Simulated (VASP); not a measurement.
# HfN (P-6m2) in VASP: settings compared

HfN is run at these levels: PBE, LDA; tasks: single point, relaxation of cell and atoms.

All numbers are computed with VASP 6.6.1; they aren't measurements. Logs are shortened: lines on timing, memory, paths and dates and some standing lists are left out, and cuts for length are marked.

## Step 1: The cell of the first run

It takes space group P-6m2 (No. 187, hexagonal). The conventional cell has a = 3.101 Å, b = 3.101 Å, c = 2.911 Å, α = 90.00°, β = 90.00°, γ = 120.00°. Hf (site symmetry -6m2) has 6 N at 2.31 Å and 2 Hf at 2.91 Å within 3.0 Å. Within 3.0 Å of N (site symmetry -6m2) lie 6 Hf at 2.31 Å and 2 N at 2.91 Å.

## Step 2: Single point, PBE

INCAR

```
SYSTEM = HfN
PREC = Accurate ; ENCUT = 520
EDIFF = 1E-6 ; ISMEAR = 0
SIGMA = 0.1 ; LREAL = .FALSE.
LASPH = .TRUE. ; NELM = 60
ALGO = Normal ; ISIF = 2
LWAVE = .FALSE. ; LCHARG = .FALSE.
GGA = PE ; NBANDS = 14
```

KPOINTS

```
regular mesh
0
G
  24 24 20
  0 0 0
```

POSCAR

```
HfN
1.0
    3.1005536887      0.0000000000      0.0000000000
   -1.5502768444      2.6851582602      0.0000000000
    0.0000000000      0.0000000000      2.9107322272
Hf N
1 1
Direct
    0.0000000000      0.0000000000      0.0000000000
    0.6666666667      0.3333333333      0.5000000000
```

Potentials or basis: VASP PAW PBE potentials, release 64 (Hf_pv, N).

Run with:

```bash
> cat potpaw_PBE.64/Hf_pv/POTCAR potpaw_PBE.64/N/POTCAR > POTCAR
> mpirun -np 1 vasp_std > vasp.out
```

OUTCAR:

```text
SYSTEM = HfN
   PREC = Accurate
   ENCUT = 520
   EDIFF = 1E-6
   ISMEAR = 0
   LREAL = .FALSE.
   LASPH = .TRUE.
   NELM = 60
   ISIF = 2
   GGA = PE

 ion  position               nearest neighbor table
   1  0.000  0.000  0.000-   2 2.31   2 2.31   2 2.31   2 2.31   2 2.31   2 2.31
   2  0.667  0.333  0.500-   1 2.31   1 2.31   1 2.31   1 2.31   1 2.31   1 2.31

  LATTYP: Found a hexagonal cell.
 ALAT       =     3.1005536887
 C/A-ratio  =     0.9387782053

  Lattice vectors:

 A1 = (   3.1005536887,   0.0000000000,   0.0000000000)
 A2 = (  -1.5502768444,   2.6851582602,   0.0000000000)
 A3 = (   0.0000000000,   0.0000000000,   2.9107322272)

Analysis of symmetry for initial positions (statically):
=====================================================================
 Subroutine PRICEL returns:
 Original cell was already a primitive cell.

 Routine SETGRP: Setting up the symmetry group for a
 hexagonal supercell.

 Subroutine GETGRP returns: Found 12 space group operations
 (whereof 12 operations were pure point group operations)
 out of a pool of 24 trial point group operations.

The static configuration has the point symmetry D_3h.

Analysis of symmetry for dynamics (positions and initial velocities):
=====================================================================
 Subroutine PRICEL returns:
 Original cell was already a primitive cell.

 Routine SETGRP: Setting up the symmetry group for a
 hexagonal supercell.

 Subroutine GETGRP returns: Found 12 space group operations
 (whereof 12 operations were pure point group operations)
 out of a pool of 24 trial point group operations.

The dynamic configuration has the point symmetry D_3h.

 Subroutine INISYM returns: Found 12 space group operations
 (whereof 12 operations are pure point group operations),
 and found     1 'primitive' translations

----------------------------------------------------------------------------------------

                                     Primitive cell

  volume of cell :      24.2332

  direct lattice vectors                    reciprocal lattice vectors
     3.100553689  0.000000000  0.000000000     0.322523040  0.186208764  0.000000000
    -1.550276844  2.685158260  0.000000000     0.000000000  0.372417527  0.000000000
     0.000000000  0.000000000  2.910732227     0.000000000  0.000000000  0.343556165

  length of vectors
     3.100553689  3.100553689  2.910732227     0.372417527  0.372417527  0.343556165

  position of ions in fractional coordinates (direct lattice)
     0.000000000  0.000000000  0.000000000
     0.666666667  0.333333333  0.500000000

  ion indices of the primitive-cell ions
   primitive index   ion index
                 1           1
                 2           2

----------------------------------------------------------------------------------------

 KPOINTS: regular mesh

Automatic generation of k-mesh.
 Grid dimensions read from file:
 generate k-points for:   24   24   20

 Generating k-lattice:

  Cartesian coordinates                     Fractional coordinates (reciprocal lattice)
     0.013438460  0.007758698  0.000000000     0.041666667 -0.000000000  0.000000000
     0.000000000  0.015517397  0.000000000     0.000000000  0.041666667  0.000000000
     0.000000000  0.000000000  0.017177808     0.000000000  0.000000000  0.050000000

  Length of vectors
     0.015517397  0.015517397  0.017177808

  Shift w.r.t. Gamma in fractional coordinates (k-lattice)
     0.000000000  0.000000000  0.000000000

 Subroutine IBZKPT returns following result:
 ===========================================

 Found    671 irreducible k-points:

 Following reciprocal coordinates:
            Coordinates               Weight
  0.000000  0.000000  0.000000      1.000000
  0.041667  0.000000  0.000000      6.000000
  0.083333 -0.000000  0.000000      6.000000
  0.125000  0.000000  0.000000      6.000000
  0.166667  0.000000  0.000000      6.000000
  0.208333  0.000000  0.000000      6.000000
[... 16 lines left out ...]
  0.416667  0.041667  0.000000     12.000000
  0.458333  0.041667  0.000000     12.000000
 [... further k-points ...]
   k-points           NKPTS =    671   k-points in BZ     NKDIM =    671   number of bands    NBANDS=     14
   number of dos      NEDOS =    301   number of ions     NIONS =      2
   total plane-waves  NPLWV =  13824
   dimension x,y,z NGX =    24 NGY =   24 NGZ =   24
   dimension x,y,z NGXF=    48 NGYF=   48 NGZF=   48
   ions per type =               1   1
   NGX,Y,Z   is equivalent  to a cutoff of  12.87, 12.87, 13.71 a.u.
   NGXF,Y,Z  is equivalent  to a cutoff of  25.74, 25.74, 27.42 a.u.
 SYSTEM =  HfN
   PREC   = accura    normal or accurate (medium, high low for compatibility)
   ISTART =      0    job   : 0-new  1-cont  2-samecut
   ICHARG =      2    charge: 1-file 2-atom 10-const
   ISPIN  =      1    spin polarized calculation?
   LNONCOLLINEAR =      F non collinear calculations
   LSORBIT =      F    spin-orbit coupling
   LASPH  =      T    aspherical Exc in radial PAW
   ENCUT  =  520.0 eV  38.22 Ry    6.18 a.u.   5.76  5.76  5.41*2*pi/ulx,y,z
   NELM   =     60;   NELMIN=  2; NELMDL= -5     # of ELM steps
   EDIFF  = 0.1E-05   stopping-criterion for ELM
   LREAL  =      F    real-space projection
   EDIFFG = 0.1E-04   stopping-criterion for IOM
   NSW    =      0    number of steps for IOM
   IBRION =     -1    ionic relax: 0-MD 1-quasi-New 2-CG
   NFREE  =      0    steps in history (QN), initial steepest desc. (CG)
   ISIF   =      2    stress and relaxation
   ISYM   =      2    0-nonsym 1-usesym 2-fastsym
   POTIM  = 0.5000    time-step for ionic-motion
   TEBEG  =    0.0;   TEEND  =   0.0 temperature during run
   PSTRESS=    0.0 pullay stress
   NELECT =      15.0000    total number of electrons
   NUPDOWN=      -1.0000    fix difference up-down
   EMIN   =  10.00;   EMAX   =-10.00  energy-range for DOS
   EFERMI =   0.00;   METHOD = LEGACY
   ISMEAR =     0;   SIGMA  =   0.10  broadening in eV -4-tet -1-fermi 0-gaus
   EFERMI_NEDOS =   21; number of points for ismear=-14 and -15
   IALGO  =     38    algorithm
   IMIX   =      4    mixing-type and parameters
     AMIX     =   0.40;   BMIX     =  1.00
     AMIX_MAG =   1.60;   BMIX_MAG =  1.00
  volume/ion in A,a.u.               =      12.12        81.77
  Fermi-wavevector in a.u.,A,eV,Ry     =   1.395195  2.636535 26.484665  1.946568
  Thomas-Fermi vector in A             =   2.518670
   LORBIT       =      0    0 simple, 1 ext, 2 COOP (PROOUT), +10 PAW based schemes
   GGA     = PE    functional components
   LHFCALC =     F    Hartree Fock is set to
   AEXX    =    0.0000 exact exchange contribution
   IVDW    =     0    specifies the selected vdW correction
   LEPSILON=     F    determine dielectric tensor
   LRPA    =     F    only Hartree local field effects (RPA)
 non-spin polarized calculation
 Gauss-broadening in eV      SIGMA  =   0.10
  energy-cutoff  :      520.00
  volume of cell :       24.23
 maximum number of plane-waves:       668
 NGX is ok and might be reduce to    24
   NGX = 11   NGY = 11   NGZ = 11

 number of electron      14.9999999 magnetization

 Free energy of the ion-electron system (eV)
  ---------------------------------------------------
  ext. energy  EPLUGINS =         0.00000000
  ---------------------------------------------------
  free energy    TOTEN  =       -20.97573207 eV

  energy without entropy =      -20.96705796  energy(sigma->0) =      -20.97139502

 E-fermi :   6.8312     XC(G=0): -12.4338

 val. band max:        6.8286272975   @ k =   0.3333   0.0833   0.2500
 cond. band min:       6.8324881538   @ k =   0.1667   0.1667   0.2500
 fundamental gap:      0.0038608563
 Fermi energy:         6.8312306782

 k-point     1 :       0.0000    0.0000    0.0000
  band No.  band energies     occupation
      1     -23.4466      2.00000
      2     -23.4466      2.00000
      3     -23.2409      2.00000
      4      -9.2497      2.00000
      5       3.4219      2.00000
      6       3.4219      2.00000
      7       4.5883      2.00000
      8       5.2278      2.00000
      9       8.8882      0.00000
     10      11.6706      0.00000
     11      11.6706      0.00000
     12      12.7565      0.00000
     13      12.7565      0.00000
     14      19.8518      0.00000

 k-point     2 :       0.0417    0.0000    0.0000
  band No.  band energies     occupation
      1     -23.4634      2.00000
      2     -23.4501      2.00000
      3     -23.2389      2.00000
      4      -9.2183      2.00000
      5       3.3164      2.00000
      6       3.4449      2.00000
      7       4.6252      2.00000
      8       5.1913      2.00000
      9       9.0303      0.00000
     10      11.5904      0.00000
     11      11.6773      0.00000
     12      12.7392      0.00000
     13      12.7877      0.00000
     14      19.8573      0.00000

 k-point     3 :       0.0833   -0.0000    0.0000
  band No.  band energies     occupation
      1     -23.5122      2.00000
      2     -23.4602      2.00000
      3     -23.2331      2.00000
      4      -9.1262      2.00000
      5       3.0337      2.00000
      6       3.5120      2.00000
      7       4.7321      2.00000
      8       5.0865      2.00000
      9       9.4197      0.00000
     10      11.3700      0.00000
     11      11.6999      0.00000
     12      12.6892      0.00000
     13      12.8741      0.00000
     14      19.8671      0.00000

 k-point     4 :       0.1250    0.0000    0.0000
  band No.  band energies     occupation
      1     -23.5889      2.00000
      2     -23.4763      2.00000
      3     -23.2239      2.00000
      4      -8.9795      2.00000
      5       2.6447      2.00000
      6       3.6177      2.00000
      7       4.8967      2.00000
      8       4.9266      2.00000
      9       9.9740      0.00000
     10      11.0627      0.00000
     11      11.7447      0.00000
     12      12.6110      0.00000
     13      12.9963      0.00000
     14      19.8731      0.00000

 k-point     5 :       0.1667    0.0000    0.0000
  band No.  band energies     occupation
      1     -23.6871      2.00000
      2     -23.4973      2.00000
      3     -23.2119      2.00000
      4      -8.7879      2.00000
      5       2.2136      2.00000
      6       3.7533      2.00000
      7       4.7293      2.00000
      8       5.0961      2.00000
      9      10.5519      0.00000
     10      10.7994      0.00000
     11      11.8203      0.00000
[... 276 lines left out ...]
 k-point    22 :       0.3750    0.0417    0.0000
  band No.  band energies     occupation
      1     -24.2580      2.00000
      2     -23.6351      2.00000
      3     -23.1354      2.00000
      4      -7.5526      2.00000
      5       0.4224      2.00000
      6       3.6902      2.00000
      7       4.3868      2.00000
      8       5.4308      2.00000
      9      10.9587      0.00000
     10      11.8050      0.00000
     11      12.8317      0.00000
     12      13.5472      0.00000
     13      13.9994      0.00000
     14      19.3682      0.00000

 k-point    23 :       0.4167    0.0417    0.0000
  band No.  band energies     occupation
      1     -24.3116      2.00000
      2     -23.6484      2.00000
      3     -23.1277      2.00000
      4      -7.4253      2.00000
      5       0.2916      2.00000
      6       3.6006      2.00000
      7       4.4108      2.00000
      8       5.3627      2.00000
      9      11.3243      0.00000
     10      11.7422      0.00000
     11      12.9330      0.00000
     12      13.5436      0.00000
     13      14.4856      0.00000
     14      18.6441      0.00000

 k-point    24 :       0.4583    0.0417    0.0000
  band No.  band energies     occupation
      1     -24.3392      2.00000
      2     -23.6553      2.00000
      3     -23.1237      2.00000
      4      -7.3590      2.00000
      5       0.2262      2.00000
      6       3.5549      2.00000
      7       4.4161      2.00000
      8       5.3259      2.00000
      9      11.5566      0.00000
     10      11.7100      0.00000
     11      12.9696      0.00000
     12      13.5396      0.00000
     13      14.8350      0.00000
     14      18.1086      0.00000

 [... further k-points ...]

------------------------ aborting loop because EDIFF is reached ----------------------------------------

  FORCE on cell =-STRESS in cart. coord.  units (eV):
  Direction    XX          YY          ZZ          XY          YZ          ZX
  --------------------------------------------------------------------------------------
  -------------------------------------------------------------------------------------
  Total       -0.2797777     -0.2797777     -0.3500910      0.0000000     -0.0000000      0.0000000
  in kB      -18.4974682    -18.4974682    -23.1462235      0.0000000     -0.0000000      0.0000000
  external PRESSURE =     -20.0470533 kB  Pullay stress =       0.0000000 kB

 VOLUME and BASIS-vectors are now :
 -----------------------------------------------------------------------------
  energy-cutoff  :      520.00
  volume of cell :       24.23
      direct lattice vectors                 reciprocal lattice vectors
     3.100553689  0.000000000  0.000000000     0.322523040  0.186208764  0.000000000
    -1.550276844  2.685158260  0.000000000     0.000000000  0.372417527  0.000000000
     0.000000000  0.000000000  2.910732227     0.000000000  0.000000000  0.343556165

 POSITION                                       TOTAL-FORCE (eV/Angst)
 -----------------------------------------------------------------------------------
      0.00000      0.00000      0.00000        -0.000000      0.000000      0.000000
      1.55028      0.89505      1.45537         0.000000     -0.000000      0.000000
 -----------------------------------------------------------------------------------
    total drift:                               -0.000000      0.000000      0.000000

  FREE ENERGIE OF THE ION-ELECTRON SYSTEM (eV)
  ---------------------------------------------------
  free  energy   TOTEN  =       -20.9757320731 eV

  energy  without entropy=      -20.9670579628  energy(sigma->0) =      -20.97139502
```

Run time: 84 s. Hardware: 1 thread of Intel Xeon Platinum 8375C at 2.90GHz (Ice Lake), shared host; peak memory 0.34 GiB.

Results:

| Property | Result |
| --- | --- |
| Free energy | -20.9757 eV |
| Pressure | -2.0 GPa |

Stress tensor (GPa, compression positive):
```
-1.85  0.00  0.00
 0.00 -1.85  0.00
 0.00  0.00 -2.31
```

Caveat: spin-orbit coupling is left out, which moves the levels of the heavy elements.

## Step 3: Single point, LDA

INCAR

```
SYSTEM = HfN
PREC     = Accurate       ! precision mode
ENCUT    = 520            ! plane-wave cutoff, eV
EDIFF    = 1E-6           ! SCF threshold, eV
ISMEAR   = 0              ! smearing method
SIGMA    = 0.1            ! smearing width, eV
LREAL    = .False.        ! projectors in reciprocal space
LASPH    = .True.         ! aspherical terms in the spheres
NELM     = 80             ! most SCF steps
ALGO     = Normal         ! electronic algorithm
ISIF     = 2              ! what is computed and relaxed
LWAVE    = .False.        ! write WAVECAR
LCHARG   = .False.        ! write CHGCAR
GGA      = CA             ! functional
NBANDS   = 14             ! bands
```

KPOINTS

```
Automatic mesh
0
Gamma
  24 24 20
  0 0 0
```

POSCAR is that of step 2.

Potentials or basis: VASP PAW LDA potentials, release 64 (Hf_pv, N).

Run with:

```bash
> cat potpaw_LDA.64/Hf_pv/POTCAR potpaw_LDA.64/N/POTCAR > POTCAR
> mpirun -np 1 vasp_std > vasp.out
```

Wall time 80 s (1 thread of Intel Xeon Platinum 8375C at 2.90GHz (Ice Lake), shared host); peak memory 0.33 GiB.

It converged, with:

```yaml
Free_energy: -22.9856 eV
Pressure: -14.8 GPa
```

Stress tensor (GPa, compression positive):
```
-13.97   0.00   0.00
  0.00 -13.97   0.00
  0.00   0.00 -16.52
```

Levels at points of the mesh, in eV from the Fermi level:
```tsv
k point	band 5	band 6	band 7	band 8	band 9	band 10
(0.00, 0.00, 0.00)	-3.39	-3.39	-2.25	-1.54	2.18	4.82
(0.50, 0.00, 0.00)	-6.59	-3.27	-2.15	-1.74	4.82	4.95
(0.00, 0.00, 0.50)	-7.65	-2.59	-2.59	1.49	1.49	3.87
(0.50, 0.00, 0.50)	-5.69	-4.59	-4.25	0.79	5.02	6.55
```

Caveat: spin-orbit coupling is left out, which moves the levels of the heavy elements.

## Step 4: Relaxation of cell and atoms, PBE

INCAR

```
SYSTEM = HfN
  ALGO = Normal
  EDIFF = 1E-6
  EDIFFG = -0.01
  ENCUT = 600
  GGA = PE
  IBRION = 2
  ISIF = 3
  ISMEAR = 0
  LASPH = .TRUE.
  LCHARG = .FALSE.
  LREAL = .FALSE.
  LWAVE = .FALSE.
  NELM = 60
  NSW = 100
  PREC = Accurate
  SIGMA = 0.1
```

KPOINTS

```
k-points
0
G
  24 24 20
  0 0 0
```

POSCAR

```
HfN
1.0
    3.1037467598      0.0000000000      0.0000000000
   -1.5518733799      2.6879235409      0.0000000000
    0.0000000000      0.0000000000      2.9040778095
Hf N
1 1
Direct
    0.0000000000      0.0000000000      0.0000000000
    0.6666666667      0.3333333333      0.5000000000
```

Potentials or basis: VASP PAW PBE potentials, release 64 (Hf_pv, N).

Run with:

```bash
> cat potpaw_PBE.64/Hf_pv/POTCAR potpaw_PBE.64/N/POTCAR > POTCAR
> mpirun -np 1 vasp_std > vasp.out
```

Wall time 6.5 min (1 thread of Intel Xeon Platinum 8375C at 2.90GHz (Ice Lake), shared host); peak memory 0.39 GiB.

It converged, with:

```yaml
Free_energy: -20.9792 eV
Relaxed_volume: 12.01 Å³/atom
Relaxed_cell: a = 3.092 Å, b = 3.092 Å, c = 2.902 Å, α = 90.00°, β = 90.00°, γ = 120.00°
Space_group_after_relaxing_to_0.05_Å: P-6m2 (No. 187)
Energy_gained_by_relaxing: 0.7 meV/atom
Ionic_steps: 5
Pressure_after_relaxing: 0.0 GPa
```

The path:
```tsv
step	energy change (eV)	largest force (eV/Å)	pressure (GPa)	volume (Å³)
1	0.0000	0.0000	-1.96	24.23
2	0.0015	0.0000	3.15	23.71
3	-0.0014	0.0000	0.09	24.01
4	-0.0015	0.0000	-0.07	24.02
5	-0.0015	0.0000	0.00	24.02
```

Final structure:
```
Hf N
1.0
     3.09159    0.00000    0.00000
    -1.54580    2.67740    0.00000
     0.00000    0.00000    2.90181
Hf N
1 1
Direct
  0.00000 0.00000 0.00000
  0.66667 0.33333 0.50000
```

Levels at points of the mesh, in eV from the Fermi level:
| k point | band 4 | band 5 | band 6 | band 7 | band 8 | band 9 | band 10 | band 11 |
| --- | --- | --- | --- | --- | --- | --- | --- | --- |
| (0.00, 0.00, 0.00) | -16.14 | -3.44 | -3.44 | -2.27 | -1.61 | 2.12 | 4.89 | 4.89 |
| (0.50, 0.00, 0.00) | -14.22 | -6.67 | -3.31 | -2.22 | -1.74 | 4.87 | 5.07 | 6.49 |
| (0.00, 0.00, 0.50) | -13.69 | -7.73 | -2.65 | -2.65 | 1.55 | 1.55 | 3.88 | 4.42 |
| (0.50, 0.00, 0.50) | -14.38 | -5.76 | -4.68 | -4.31 | 0.76 | 5.06 | 6.66 | 8.04 |

Caveat: spin-orbit coupling is left out, which moves the levels of the heavy elements.

## Step 5: Summary

| task | level | potentials or basis | cell | cutoff (eV) | gap on the mesh (eV) | pressure (GPa) |
| --- | --- | --- | --- | --- | --- | --- |
| single point | PBE | VASP PAW PBE potentials, release 64 (Hf_pv, N) | a = 3.101, b = 3.101, c = 2.911 Å, angles 90.0, 90.0, 120.0°, 2 atoms | 520 | none | -2.0 |
| single point | LDA | VASP PAW LDA potentials, release 64 (Hf_pv, N) | a = 3.101, b = 3.101, c = 2.911 Å, angles 90.0, 90.0, 120.0°, 2 atoms | 520 | none | -14.8 |
| relaxation of cell and atoms | PBE | VASP PAW PBE potentials, release 64 (Hf_pv, N) | relaxed from a = 3.104, b = 3.104, c = 2.904 Å, angles 90.0, 90.0, 120.0°, 2 atoms | 600 | none | 0.0 |

Alike in all rows: no spin polarisation; k mesh 24 × 24 × 20; smearing gaussian 0.1 eV.

Caveats: spin-orbit coupling is left out, which moves the levels of the heavy elements.

Total energies depend on the potentials used, so only differences within one code and one set of settings carry meaning.
